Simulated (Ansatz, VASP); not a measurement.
**One calculation of PbF2, two programs**

```
CELL_PARAMETERS angstrom
0.00000 2.96366 2.96366
2.96366 0.00000 2.96366
2.96366 2.96366 0.00000
ATOMIC_POSITIONS crystal
Pb 0.00000 0.00000 0.00000
F 0.75000 0.75000 0.75000
F 0.25000 0.25000 0.25000
```

Alike in both runs: task single point; functional r2SCAN; k mesh 8 × 8 × 8; occupations fermi-dirac, width 0.05 eV; no spin polarisation.

|  | VASP | Ansatz |
| --- | --- | --- |
| version | VASP 6.6.1 | Ansatz 0.2.0 |
| potentials or method | VASP PAW PBE potentials, release 64 (Pb_d, F) | Ansatz PAW |
| plane-wave cutoff (eV) | 660 | 500 |
| valence electrons in the cell | 28 | 28 |

```tsv
	VASP	Ansatz	Ansatz less VASP
gap on the k mesh at the Fermi level (eV)	4.94	4.93	-0.003
least direct gap on the mesh (eV)	5.08	5.07	-0.005
pressure (GPa)	-0.4	-0.2	+0.16
```

VASP's potentials were made for PBE, not for r2SCAN.

Spin-orbit coupling is off throughout.
